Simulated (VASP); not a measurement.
# Ti12H in VASP: single point with PBE

Aim: the single point of Ti12H with PBE.

All numbers are computed with VASP 6.6.1; they aren't measurements. Logs are shortened: lines on timing, memory, paths and dates and some standing lists are left out, and cuts for length are marked.

## (1) The cell of the first run

The cell holds a slab with vacuum, 13 atoms: a = 5.876 Å, b = 4.650 Å, c = 21.284 Å, α = 90.00°, β = 90.00°, γ = 90.00°.

## (2) Single point, PBE

The input, INCAR:

```
  ALGO = Normal
  DIPOL = 0.5 0.5 0.338
  EDIFF = 1E-7
  ENCUT = 520
  GGA = PE
  IDIPOL = 3
  ISIF = 2
  ISMEAR = 0
  LASPH = True
  LCHARG = True
  LDIPOL = True
  LELF = True
  LREAL = False
  LVACPOTAV = True
  LVHAR = True
  LWAVE = False
  NBANDS = 84
  NELM = 100
  PREC = Accurate
  SIGMA = 0.1
```

The input, KPOINTS:

```
k-points
0
Gamma
  5 6 1
```

The input, POSCAR:

```
Ti12H
1.0
    5.8763264169      0.0000000000      0.0000000000
    0.0000000000      4.6504654180      0.0000000000
    0.0000000000      0.0000000000     21.2842241737
Ti H
12 1
Direct
    0.0000000000      0.7500000000      0.1879326194
    0.5000000000      0.7500000000      0.1879326194
    0.2500000000      0.2500000000      0.2277825407
    0.7500000000      0.2500000000      0.2277825407
    0.2500000000      0.7500000000      0.3074823835
    0.7500000000      0.7500000000      0.3074823835
    0.0000000000      0.2500000000      0.3461291986
    0.5000000000      0.2500000000      0.3461291986
    0.0000000000      0.7500000000      0.4220680061
    0.5000000000      0.7500000000      0.4220680061
    0.2500000000      0.2500000000      0.4596937193
    0.7500000000      0.2500000000      0.4596937193
    0.3333333333      0.7500000000      0.4949399721
```

Potentials or basis: VASP PAW PBE potentials, release 64 (Ti_sv, H).

Command:

```sh
$ cat potpaw_PBE.64/Ti_sv/POTCAR potpaw_PBE.64/H/POTCAR > POTCAR
$ mpirun -np 1 vasp_std > vasp.out
```

OUTCAR:

```text
EDIFF = 1E-7
   ENCUT = 520
   GGA = PE
   ISIF = 2
   ISMEAR = 0
   LASPH = True
   LREAL = False
   NELM = 100
   PREC = Accurate

 ion  position               nearest neighbor table
   1  0.000  0.750  0.188-   3 2.88   4 2.88   3 2.88   4 2.88
   2  0.500  0.750  0.188-   3 2.88   4 2.88   3 2.88   4 2.88
   3  0.250  0.250  0.228-   1 2.88   2 2.88   1 2.88   2 2.88   5 2.88   5 2.88   8 2.92   7 2.92

   4  0.750  0.250  0.228-   1 2.88   2 2.88   1 2.88   2 2.88   6 2.88   6 2.88   8 2.92   7 2.92

   5  0.250  0.750  0.307-   9 2.85  10 2.85   7 2.87   8 2.87   7 2.87   8 2.87   3 2.88   3 2.88

   6  0.750  0.750  0.307-   9 2.85  10 2.85   7 2.87   8 2.87   7 2.87   8 2.87   4 2.88   4 2.88

   7  0.000  0.250  0.346-  11 2.83  12 2.83   9 2.83   9 2.83   5 2.87   5 2.87   6 2.87   6 2.87
                             3 2.92   4 2.92
   8  0.500  0.250  0.346-  11 2.83  12 2.83  10 2.83  10 2.83   5 2.87   5 2.87   6 2.87   6 2.87
                             3 2.92   4 2.92
   9  0.000  0.750  0.422-   7 2.83   7 2.83   5 2.85   6 2.85  12 2.86  11 2.86  11 2.86  12 2.86

  10  0.500  0.750  0.422-  13 1.83   8 2.83   8 2.83   6 2.85   5 2.85  11 2.86  12 2.86  11 2.86
                            12 2.86
  11  0.250  0.250  0.460-   7 2.83   8 2.83   9 2.86  10 2.86   9 2.86  10 2.86
  12  0.750  0.250  0.460-   7 2.83   8 2.83   9 2.86  10 2.86   9 2.86  10 2.86
  13  0.333  0.750  0.495-  10 1.83

  LATTYP: Found a simple orthorhombic cell.
 ALAT       =     4.6504654180
 B/A-ratio  =     1.2635996376
 C/A-ratio  =     4.5767944196

  Lattice vectors:

 A1 = (   0.0000000000,  -4.6504654180,   0.0000000000)
 A2 = (   5.8763264169,   0.0000000000,   0.0000000000)
 A3 = (   0.0000000000,   0.0000000000,  21.2842241737)

Analysis of symmetry for initial positions (statically):
=====================================================================
 Subroutine PRICEL returns:
 Original cell was already a primitive cell.

 Routine SETGRP: Setting up the symmetry group for a
 simple orthorhombic supercell.

 Subroutine GETGRP returns: Found  2 space group operations
 (whereof  1 operations were pure point group operations)
 out of a pool of  8 trial point group operations.

The static configuration has the point symmetry C_1 .
 The point group associated with its full space group is C_1h.

Analysis of symmetry for dynamics (positions and initial velocities):
=====================================================================
 Subroutine PRICEL returns:
 Original cell was already a primitive cell.
[... 137 lines left out ...]
     AMIX     =   0.40;   BMIX     =  1.00
     AMIX_MAG =   1.60;   BMIX_MAG =  1.00
  volume/ion in A,a.u.               =      44.74       301.93
  Fermi-wavevector in a.u.,A,eV,Ry     =   1.030333  1.947046 14.443745  1.061585
  Thomas-Fermi vector in A             =   2.164425
   LORBIT       =      0    0 simple, 1 ext, 2 COOP (PROOUT), +10 PAW based schemes
   GGA     = PE    functional components
   LHFCALC =     F    Hartree Fock is set to
   AEXX    =    0.0000 exact exchange contribution
   IVDW    =     0    specifies the selected vdW correction
   LEPSILON=     F    determine dielectric tensor
   LRPA    =     F    only Hartree local field effects (RPA)
 non-spin polarized calculation
 Gauss-broadening in eV      SIGMA  =   0.10
  energy-cutoff  :      520.00
  volume of cell :      581.65
 maximum number of plane-waves:     15708
 NGX is ok and might be reduce to    48
   NGX = 21   NGY = 17   NGZ = 79

 dipolmoment           0.000000      0.000000     -0.010057 electrons x Angstroem

 number of electron     145.0000021 magnetization

 dipolmoment           0.000000      0.000000      0.010310 electrons x Angstroem

 Free energy of the ion-electron system (eV)
  ---------------------------------------------------
  ext. energy  EPLUGINS =         0.00000000
  ---------------------------------------------------
  free energy    TOTEN  =       -91.05927390 eV

  energy without entropy =      -90.94194342  energy(sigma->0) =      -91.00060866

 E-fermi :   0.7107     XC(G=0):  -5.1089

 val. band max:        0.7100391103   @ k =   0.0000   0.1667   0.0000
 cond. band min:       0.7111651006   @ k =   0.2000   0.5000   0.0000
 fundamental gap:      0.0011259904
 Fermi energy:         0.7106810942

 k-point     1 :       0.0000    0.0000    0.0000
  band No.  band energies     occupation
      1     -56.3483      2.00000
      2     -56.3085      2.00000
      3     -56.3042      2.00000
      4     -56.2547      2.00000
      5     -56.1292      2.00000
      6     -56.0667      2.00000
[... 1033 lines left out ...]
     83       1.1595      0.00000
     84       1.1780      0.00000

------------------------ aborting loop because EDIFF is reached ----------------------------------------

  FORCE on cell =-STRESS in cart. coord.  units (eV):
  Direction    XX          YY          ZZ          XY          YZ          ZX
  --------------------------------------------------------------------------------------
  -------------------------------------------------------------------------------------
  Total       -5.3875371     -5.9784054     -2.1408050      0.0000000      0.0000000     -0.9639001
  in kB      -14.8402324    -16.4678079     -5.8969513      0.0000000      0.0000000     -2.6551095
  external PRESSURE =     -12.4016639 kB  Pullay stress =       0.0000000 kB

 VOLUME and BASIS-vectors are now :
 -----------------------------------------------------------------------------
  energy-cutoff  :      520.00
  volume of cell :      581.65
      direct lattice vectors                 reciprocal lattice vectors
     5.876326417  0.000000000  0.000000000     0.170174345  0.000000000  0.000000000
     0.000000000  4.650465418  0.000000000     0.000000000  0.215032241  0.000000000
     0.000000000  0.000000000 21.284224174     0.000000000  0.000000000  0.046983155

 POSITION                                       TOTAL-FORCE (eV/Angst)
 -----------------------------------------------------------------------------------
      0.00000      3.48785      4.00000        -0.014576      0.000000      0.349898
      2.93816      3.48785      4.00000         0.004754      0.000000      0.337225
      1.46908      1.16262      4.84817         0.013820      0.000000      0.029867
      4.40724      1.16262      4.84817        -0.010648      0.000000      0.066791
      1.46908      3.48785      6.54452        -0.044875      0.000000     -0.337012
      4.40724      3.48785      6.54452         0.035095      0.000000     -0.536202
      0.00000      1.16262      7.36709        -0.004467      0.000000      0.108102
      2.93816      1.16262      7.36709        -0.109989      0.000000      0.044894
      0.00000      3.48785      8.98339         0.356775      0.000000      0.320800
      2.93816      3.48785      8.98339         0.433886      0.000000     -0.239607
      1.46908      1.16262      9.78422         0.176372      0.000000      0.029467
      4.40724      1.16262      9.78422         0.070342      0.000000     -0.176572
      1.95878      3.48785     10.53441        -0.906488      0.000000      0.002349
 -----------------------------------------------------------------------------------
    total drift:                                0.000009      0.000000      0.000302

  FREE ENERGIE OF THE ION-ELECTRON SYSTEM (eV)
  ---------------------------------------------------
  free  energy   TOTEN  =       -91.0592739024 eV

  energy  without entropy=      -90.9419434182  energy(sigma->0) =      -91.00060866

 vacuum level on the upper side and lower side of the slab         4.528         4.460
```

It took 75 min on 1 thread of Intel Xeon 8259CL, shared host; peak memory 0.78 GiB.

Results:

- Free energy: -91.0593 eV
- Largest force: 0.906 eV/Å
- Band gap on the k mesh: zero (an odd number of electrons rules out a gap without spin polarisation)

Forces in eV/Å, atoms in the order of the input:
```
Ti  -0.015  0.000  0.350
Ti   0.005  0.000  0.337
Ti   0.014  0.000  0.030
Ti  -0.011  0.000  0.067
Ti  -0.045  0.000 -0.337
Ti   0.035  0.000 -0.536
Ti  -0.004  0.000  0.108
Ti  -0.110  0.000  0.045
Ti   0.357  0.000  0.321
Ti   0.434  0.000 -0.240
Ti   0.176  0.000  0.029
Ti   0.070  0.000 -0.177
H   -0.906  0.000  0.002
```
